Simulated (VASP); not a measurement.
# Bi (Fm-3m) in VASP: a series of runs

The runs below take Bi through relaxation of cell and atoms, single point, with r2SCAN.

Everything below comes from runs of VASP 6.6.1. Logs are shortened: lines on timing, memory, paths and dates and some standing lists are left out, and cuts for length are marked.

**1. The cell of the first run**

It takes space group Fm-3m (No. 225, cubic). The conventional cell has a = 5.246 Å, b = 5.246 Å, c = 5.246 Å, α = 90.00°, β = 90.00°, γ = 90.00°. Bi (site symmetry m-3m) has 12 Bi at 3.71 Å within 4.9 Å.

**2. Relaxation of cell and atoms, r2SCAN**

Contents of POSCAR:

```
Bi
1.0
    0.0000000000      2.6228611384      2.6228611384
    2.6228611384      0.0000000000      2.6228611384
    2.6228611384      2.6228611384      0.0000000000
Bi
1
Direct
    0.0000000000      0.0000000000      0.0000000000
```

Contents of INCAR.step1:

```
PREC = Accurate ; ENCUT = 550
ISMEAR = 0 ; SIGMA = 0.1
LREAL = False ; LASPH = True
NELM = 120 ; GGA = PE
ALGO = Normal ; EDIFF = 1E-5
LWAVE = True ; LCHARG = False
GGA_COMPAT = False ; IBRION = 2
ISIF = 3 ; EDIFFG = -0.005
NELMIN = 4 ; NSW = 100
```

Contents of INCAR.step2:

```
PREC = Accurate ; ENCUT = 550
EDIFF = 1E-7 ; ISMEAR = 0
SIGMA = 0.1 ; LREAL = False
LASPH = True ; NELM = 120
ALGO = Normal ; ISIF = 3
LWAVE = False ; LCHARG = False
METAGGA = R2SCAN ; LMIXTAU = True
IBRION = 2 ; NSW = 90
EDIFFG = -0.04 ; ISTART = 1
GGA_COMPAT = False ; NELMIN = 4
```

Contents of KPOINTS:

```
regular mesh
0
Gamma
  6 6 6
```

Potentials or basis: VASP PAW PBE potentials, release 64 (Bi_d).

The run is started by

```bash
cat potpaw_PBE.64/Bi_d/POTCAR > POTCAR
cp INCAR.step1 INCAR
mpirun -np 1 vasp_std > vasp.out
cp INCAR.step2 INCAR
mpirun -np 1 vasp_std > vasp.out
```

OUTCAR:

```text
PREC = Accurate
   ENCUT = 550
   EDIFF = 1E-7
   ISMEAR = 0
   LREAL = False
   LASPH = True
   NELM = 120
   ISIF = 3
   METAGGA = R2SCAN
   IBRION = 2
   NSW = 90
   EDIFFG = -0.04
   ISTART = 1
   NELMIN = 4

 ion  position               nearest neighbor table
   1  0.000  0.000  0.000-

  LATTYP: Found a face centered cubic cell.
 ALAT       =     5.2457222768

  Lattice vectors:

 A1 = (   0.0000000000,   2.6228611384,   2.6228611384)
 A2 = (   2.6228611384,   0.0000000000,   2.6228611384)
 A3 = (   2.6228611384,   2.6228611384,   0.0000000000)

Analysis of symmetry for initial positions (statically):
=====================================================================
 Subroutine PRICEL returns:
 Original cell was already a primitive cell.

 Routine SETGRP: Setting up the symmetry group for a
 face centered cubic supercell.

 Subroutine GETGRP returns: Found 48 space group operations
 (whereof 48 operations were pure point group operations)
 out of a pool of 48 trial point group operations.

The static configuration has the point symmetry O_h .

Analysis of symmetry for dynamics (positions and initial velocities):
=====================================================================
 Subroutine PRICEL returns:
 Original cell was already a primitive cell.

 Routine SETGRP: Setting up the symmetry group for a
 face centered cubic supercell.

 Subroutine GETGRP returns: Found 48 space group operations
 (whereof 48 operations were pure point group operations)
 out of a pool of 48 trial point group operations.

The dynamic configuration has the point symmetry O_h .

 Subroutine INISYM returns: Found 48 space group operations
 (whereof 48 operations are pure point group operations),
 and found     1 'primitive' translations

----------------------------------------------------------------------------------------

                                     Primitive cell

  volume of cell :      36.0874

  direct lattice vectors                    reciprocal lattice vectors
     0.000000000  2.622861138  2.622861138    -0.190631518  0.190631518  0.190631518
     2.622861138  0.000000000  2.622861138     0.190631518 -0.190631518  0.190631518
     2.622861138  2.622861138  0.000000000     0.190631518  0.190631518 -0.190631518

  length of vectors
     3.709285794  3.709285794  3.709285794     0.330183474  0.330183474  0.330183474

  position of ions in fractional coordinates (direct lattice)
     0.000000000  0.000000000  0.000000000

  ion indices of the primitive-cell ions
   primitive index   ion index
                 1           1

----------------------------------------------------------------------------------------

 KPOINTS: regular mesh

Automatic generation of k-mesh.
 Grid dimensions read from file:
 generate k-points for:    6    6    6

 Generating k-lattice:

  Cartesian coordinates                     Fractional coordinates (reciprocal lattice)
    -0.031771920  0.031771920  0.031771920     0.166666667  0.000000000  0.000000000
     0.031771920 -0.031771920  0.031771920     0.000000000  0.166666667  0.000000000
     0.031771920  0.031771920 -0.031771920     0.000000000  0.000000000  0.166666667

  Length of vectors
     0.055030579  0.055030579  0.055030579

  Shift w.r.t. Gamma in fractional coordinates (k-lattice)
     0.000000000  0.000000000  0.000000000

 Subroutine IBZKPT returns following result:
 ===========================================

 Found     16 irreducible k-points:

 Following reciprocal coordinates:
            Coordinates               Weight
  0.000000  0.000000  0.000000      1.000000
  0.166667  0.000000  0.000000      8.000000
  0.333333  0.000000  0.000000      8.000000
  0.500000  0.000000  0.000000      4.000000
  0.166667  0.166667  0.000000      6.000000
  0.333333  0.166667  0.000000     24.000000
[... 8 lines left out ...]
 -0.333333  0.333333  0.166667     24.000000
 -0.333333  0.500000  0.166667     12.000000
   k-points           NKPTS =     16   k-points in BZ     NKDIM =     16   number of bands    NBANDS=     11
   number of dos      NEDOS =    301   number of ions     NIONS =      1
   total plane-waves  NPLWV =  21952
   dimension x,y,z NGX =    28 NGY =   28 NGZ =   28
   dimension x,y,z NGXF=    56 NGYF=   56 NGZF=   56
   ions per type =               1
   NGX,Y,Z   is equivalent  to a cutoff of  12.55, 12.55, 12.55 a.u.
   NGXF,Y,Z  is equivalent  to a cutoff of  25.10, 25.10, 25.10 a.u.
 SYSTEM =  unknown system
   PREC   = accura    normal or accurate (medium, high low for compatibility)
   ISTART =      1    job   : 0-new  1-cont  2-samecut
   ICHARG =      0    charge: 1-file 2-atom 10-const
   ISPIN  =      1    spin polarized calculation?
   LNONCOLLINEAR =      F non collinear calculations
   LSORBIT =      F    spin-orbit coupling
   LASPH  =      T    aspherical Exc in radial PAW
   ENCUT  =  550.0 eV  40.42 Ry    6.36 a.u.   7.09  7.09  7.09*2*pi/ulx,y,z
   NELM   =    120;   NELMIN=  4; NELMDL=  0     # of ELM steps
   EDIFF  = 0.1E-06   stopping-criterion for ELM
   LREAL  =      F    real-space projection
   EDIFFG = -.4E-01   stopping-criterion for IOM
   NSW    =     90    number of steps for IOM
   IBRION =      2    ionic relax: 0-MD 1-quasi-New 2-CG
   NFREE  =      1    steps in history (QN), initial steepest desc. (CG)
   ISIF   =      3    stress and relaxation
   ISYM   =      2    0-nonsym 1-usesym 2-fastsym
   POTIM  = 0.5000    time-step for ionic-motion
   TEBEG  =    0.0;   TEEND  =   0.0 temperature during run
   PSTRESS=    0.0 pullay stress
   NELECT =      15.0000    total number of electrons
   NUPDOWN=      -1.0000    fix difference up-down
   EMIN   =  10.00;   EMAX   =-10.00  energy-range for DOS
   EFERMI =   0.00;   METHOD = LEGACY
   ISMEAR =     0;   SIGMA  =   0.10  broadening in eV -4-tet -1-fermi 0-gaus
   EFERMI_NEDOS =   21; number of points for ismear=-14 and -15
   IALGO  =     38    algorithm
   IMIX   =      4    mixing-type and parameters
     AMIX     =   0.40;   BMIX     =  1.00
     AMIX_MAG =   1.60;   BMIX_MAG =  1.00
  volume/ion in A,a.u.               =      36.09       243.53
  Fermi-wavevector in a.u.,A,eV,Ry     =   1.221762  2.308795 20.309450  1.492702
  Thomas-Fermi vector in A             =   2.356933
   LORBIT       =      0    0 simple, 1 ext, 2 COOP (PROOUT), +10 PAW based schemes
   METAGGA = R2SCAN    functional components
   LHFCALC =     F    Hartree Fock is set to
   AEXX    =    0.0000 exact exchange contribution
   IVDW    =     0    specifies the selected vdW correction
   LEPSILON=     F    determine dielectric tensor
   LRPA    =     F    only Hartree local field effects (RPA)
 conjugate gradient relaxation of ions
 non-spin polarized calculation
 Gauss-broadening in eV      SIGMA  =   0.10
  energy-cutoff  :      550.00
  volume of cell :       36.09
 maximum number of plane-waves:      1067
   NGX = 15   NGY = 15   NGZ = 15

--------------------------------------- Ionic step        1  -------------------------------------------

 number of electron      15.0000004 magnetization

 Free energy of the ion-electron system (eV)
  ---------------------------------------------------
  ext. energy  EPLUGINS =         0.00000000
  ---------------------------------------------------
  free energy    TOTEN  =       -58.14224083 eV

  energy without entropy =      -58.13577284  energy(sigma->0) =      -58.13900683

------------------------ aborting loop because EDIFF is reached ----------------------------------------

  FORCE on cell =-STRESS in cart. coord.  units (eV):
  Direction    XX          YY          ZZ          XY          YZ          ZX
  --------------------------------------------------------------------------------------
  -------------------------------------------------------------------------------------
  Total       -1.3590313     -1.3590313     -1.3590313     -0.0000000      0.0000000     -0.0000000
  in kB      -60.3370618    -60.3370618    -60.3370618     -0.0000000      0.0000000     -0.0000000
  external PRESSURE =     -60.3370618 kB  Pullay stress =       0.0000000 kB

 VOLUME and BASIS-vectors are now :
 -----------------------------------------------------------------------------
  energy-cutoff  :      550.00
  volume of cell :       36.09
      direct lattice vectors                 reciprocal lattice vectors
     0.000000000  2.622861138  2.622861138    -0.190631518  0.190631518  0.190631518
     2.622861138  0.000000000  2.622861138     0.190631518 -0.190631518  0.190631518
     2.622861138  2.622861138  0.000000000     0.190631518  0.190631518 -0.190631518
[... 36 lines left out ...]
 POSITION                                       TOTAL-FORCE (eV/Angst)
 -----------------------------------------------------------------------------------
      2.45090     -0.00000      2.45090        -0.000000     -0.000000      0.000000
 -----------------------------------------------------------------------------------
    total drift:                                0.000000     -0.000000      0.000000

  FREE ENERGIE OF THE ION-ELECTRON SYSTEM (eV)
  ---------------------------------------------------
  free  energy   TOTEN  =       -58.2268452878 eV

  energy  without entropy=      -58.2191847252  energy(sigma->0) =      -58.22301501

--------------------------------------- Ionic step        3  -------------------------------------------

 number of electron      15.0000004 magnetization

 Free energy of the ion-electron system (eV)
  ---------------------------------------------------
  ext. energy  EPLUGINS =         0.00000000
  ---------------------------------------------------
  free energy    TOTEN  =       -58.24734147 eV

  energy without entropy =      -58.24038630  energy(sigma->0) =      -58.24386389

 E-fermi :   8.1450     XC(G=0): -11.0830

 val. band max:        8.1282657554   @ k =  -0.3333   0.1667   0.0000
 cond. band min:       8.2286964106   @ k =   0.5000   0.5000   0.0000
 fundamental gap:      0.1004306552
 Fermi energy:         8.1450448683

 k-point     1 :       0.0000    0.0000    0.0000
  band No.  band energies     occupation
      1     -15.9359      2.00000
      2     -15.9359      2.00000
      3     -15.9359      2.00000
      4     -15.8606      2.00000
      5     -15.8606      2.00000
      6      -6.3259      2.00000
      7      13.0437      0.00000
      8      13.0437      0.00000
      9      13.0437      0.00000
     10      17.6272      0.00000
     11      17.6470      0.00000

 k-point     2 :       0.1667    0.0000    0.0000
  band No.  band energies     occupation
      1     -15.9329      2.00000
      2     -15.9190      2.00000
      3     -15.9190      2.00000
      4     -15.8557      2.00000
      5     -15.8557      2.00000
      6      -5.8240      2.00000
      7       9.2295      0.00000
      8      12.5249      0.00000
      9      12.5249      0.00000
     10      16.3613      0.00000
     11      19.9164      0.00000
[... 216 lines left out ...]
 POSITION                                       TOTAL-FORCE (eV/Angst)
 -----------------------------------------------------------------------------------
      0.00000      0.00000      0.00000         0.000000     -0.000000      0.000000
 -----------------------------------------------------------------------------------
    total drift:                               -0.000000     -0.000000     -0.000000

  FREE ENERGIE OF THE ION-ELECTRON SYSTEM (eV)
  ---------------------------------------------------
  free  energy   TOTEN  =       -58.2473414717 eV

  energy  without entropy=      -58.2403863024  energy(sigma->0) =      -58.24386389

 reached required accuracy - stopping structural energy minimisation
```

Run time: 3 min. Hardware: 1 thread of Intel Xeon 6975P-C (Granite Rapids), shared host; peak memory 0.18 GiB.

Results:

```yaml
Free_energy: -58.2473 eV
Relaxed_volume: 31.22 Å³/atom
Relaxed_cell: a = 3.535 Å, b = 3.535 Å, c = 3.535 Å, α = 60.00°, β = 60.00°, γ = 60.00°
Space_group_after_relaxing_to_0.05_Å: Fm-3m (No. 225)
Energy_gained_by_relaxing: 105.1 meV/atom
Ionic_steps: 3
Pressure_after_relaxing: 0.0 GPa
```

Step by step:
```csv
step,energy change (eV),largest force (eV/Å),pressure (GPa),volume (Å³)
1,0.0000,0.0000,-6.03,36.09
2,-0.0846,0.0000,3.90,29.44
3,-0.1051,0.0000,-0.01,31.22
```

Final structure:
```
CELL_PARAMETERS angstrom
0.00000 2.49932 2.49932
2.49932 0.00000 2.49932
2.49932 2.49932 0.00000
ATOMIC_POSITIONS crystal
Bi 0.00000 0.00000 0.00000
```

Caveat: the PAW data sets were made with another functional, which shifts forces and pressure a little; spin-orbit coupling is left out, which moves the levels of the heavy elements.

(Part 1 of 2 ends here.)
